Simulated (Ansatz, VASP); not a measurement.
# HgTe in VASP and in Ansatz

The input INCAR:

```
ALGO     = Normal         # electronic algorithm
EDIFF    = 1E-8           # SCF threshold, eV
ENCUT    = 520            # plane-wave cutoff, eV
GGA      = PE             # functional
GGA_COMPAT= False        
ISIF     = 2              # what is computed and relaxed
ISMEAR   = -1             # smearing method
LASPH    = True           # aspherical terms in the spheres
LCHARG   = False          # write CHGCAR
LEFG     = True         
LNONCOLLINEAR= True           # non-collinear magnetism
LORBIT   = 11             # projections on sites
LORBMOM  = True         
LREAL    = False          # projectors in reciprocal space
LSORBIT  = True           # spin-orbit coupling
LWAVE    = False          # write WAVECAR
MAGMOM   = 0 0 0 0 0 0    # initial moments
NBANDS   = 30             # bands
NELM     = 150            # most SCF steps
PREC     = Accurate       # precision mode
SIGMA    = 0.05           # smearing width, eV
```

KPOINTS

```
k-points
0
Gamma
  9 9 9
```

The input POSCAR:

```
HgTe
1.0
    0.0000000000      3.2235000000      3.2235000000
    3.2235000000      0.0000000000      3.2235000000
    3.2235000000      3.2235000000      0.0000000000
Hg Te
1 1
Direct
    0.0000000000      0.0000000000      0.0000000000
    0.7500000000      0.7500000000      0.7500000000
```

Input for Ansatz:

```yaml
crystal:
  lattice:
    - [0.0, 3.2235, 3.2235]
    - [3.2235, 0.0, 3.2235]
    - [3.2235, 3.2235, 0.0]
  atoms:
    - { symbol: Hg, position: [0.0, 0.0, 0.0] }
    - { symbol: Te, position: [0.75, 0.75, 0.75] }
kpoints:
  mp_grid: { grid: [9, 9, 9] }
  band_path:
    path:
      - [0.0, 0.0, 0.0]
      - [-0.5, -0.5, 0.0]
      - [-0.375, -0.375, 0.25]
      - [-0.375, 0.0, 0.375]
      - [0.0, 0.0, 0.0]
      - [0.0, 0.0, 0.5]
      - [-0.5, -0.25, 0.25]
      - [-0.5, -0.5, 0.0]
    npoints: 5
scf:
  occupations: { method: fermi_dirac, width: 0.05 }
hamiltonian:
  xc: pbe
  pseudopotentials: { kind: paw_fr }
output:
  forces: true
  stress: true
  eigenvalues: true
  efg: { contact_densities: true }
magnetization:
  noncollinear: true
  spin_orbit: true
```

Alike in both runs: task electric field gradients; functional PBE; k mesh 9 × 9 × 9; occupations fermi-dirac, width 0.05 eV; non-collinear spin, spin-orbit coupling.

|  | VASP | Ansatz |
| --- | --- | --- |
| version | VASP 6.6.1 | Ansatz 0.2.0 |
| potentials or method | VASP PAW PBE potentials, release 64 (Hg, Te) | PAW with Ansatz's default frozen-core files, fully relativistic files with spin-orbit coupling |
| plane-wave cutoff (eV) | 520 | 420 |
| valence electrons in the cell | 18 | 36 |

VASP gave:

| Property | Result |
| --- | --- |
| pressure (GPa) | 3.9 |
| net moment per atom (μB) | 0.00 |

Q: Estimate Ansatz's values.

A: Pressure (GPa): 3.6; net moment per atom (μB): 0.00.

The functional is the same, so the differences come from potentials, cutoffs and numerics. VASP's potentials hold 18 valence electrons a cell and Ansatz's 36, so a difference there can come from the potentials and not from the codes.
